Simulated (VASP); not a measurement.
## Ir: relaxation of cell and atoms with LDA

Crystal: Ir.

```
Ir
1.0
     0.00000    1.91970    1.91970
     1.91970    0.00000    1.91970
     1.91970    1.91970    0.00000
Ir
1
Cartesian
  0.0000 0.0000 0.0000
```

```yaml
Program: VASP 6.6.1
Task: relaxation of cell and atoms
Functional: LDA
Potentials_or_basis: VASP PAW LDA potentials, release 64 (Ir)
Cutoff: 600 eV
k_mesh: 14 × 14 × 14
Occupations: fermi-dirac, width 0.05 eV
Spin: collinear spin, ferromagnetic start
Starting_moments: "[1.0] μB"
Dipole_correction: no
Further_INCAR_settings: ALGO = Normal; EDIFF = 1e-07; IBRION = 2; EDIFFG = -0.01; NSW = 80; ISIF = 3
```

| Quantity | Value |
| --- | --- |
| Relaxed volume | 13.94 Å³/atom |
| Relaxed cell | a = 2.701 Å, b = 2.701 Å, c = 2.701 Å, α = 60.00°, β = 60.00°, γ = 60.00° |
| Space group after relaxing (to 0.05 Å) | Fm-3m (No. 225) |
| Energy gained by relaxing | 3.9 meV/atom |
| Ionic steps | 4 |
| Pressure after relaxing | 0.0 GPa |
| Net moment | 0.00 μB per cell |
| Valence electrons inside the program's atomic spheres | Ir 8.47 |

The path:
```tsv
step	energy change (eV)	largest force (eV/Å)	pressure (GPa)	volume (Å³)
1	0.0000	0.0000	-5.85	14.15
2	0.0648	0.0000	28.52	13.12
3	-0.0039	0.0000	-0.17	13.94
4	-0.0039	0.0000	-0.02	13.94
```

Final structure:
```
Ir
1.0
     0.00000    1.91010    1.91010
     1.91010    0.00000    1.91010
     1.91010    1.91010    0.00000
Ir
1
Cartesian
  0.0000 0.0000 0.0000
```

Levels at points of the mesh, in eV from the Fermi level:
Spin up:
```csv
k point,band 2,band 3,band 4,band 5,band 6,band 7
"(0.00, 0.00, 0.00)",-3.90,-3.90,-3.90,-1.11,-1.11,14.42
"(0.50, 0.00, 0.00)",-3.99,-3.99,-0.65,1.03,1.03,7.53
"(0.50, 0.50, 0.00)",-7.42,1.02,1.62,1.62,1.85,10.83
```
Spin down:
```tsv
k point	band 1	band 2	band 3	band 4	band 5	band 6	band 7	band 8
(0.00, 0.00, 0.00)	-11.16	-3.90	-3.90	-3.90	-1.11	-1.11	14.42	20.05
(0.50, 0.00, 0.00)	-8.17	-3.99	-3.99	-0.65	1.03	1.03	7.53	13.97
(0.50, 0.50, 0.00)	-7.98	-7.42	1.02	1.62	1.62	1.85	10.83	11.88
```

It took 82 s on 1 thread of Intel Xeon 8259CL (shared host), peak memory 0.19 GiB.

Caveat: spin-orbit coupling is left out, which moves the levels of the heavy elements. Zero-point motion and thermal expansion aren't in these numbers.
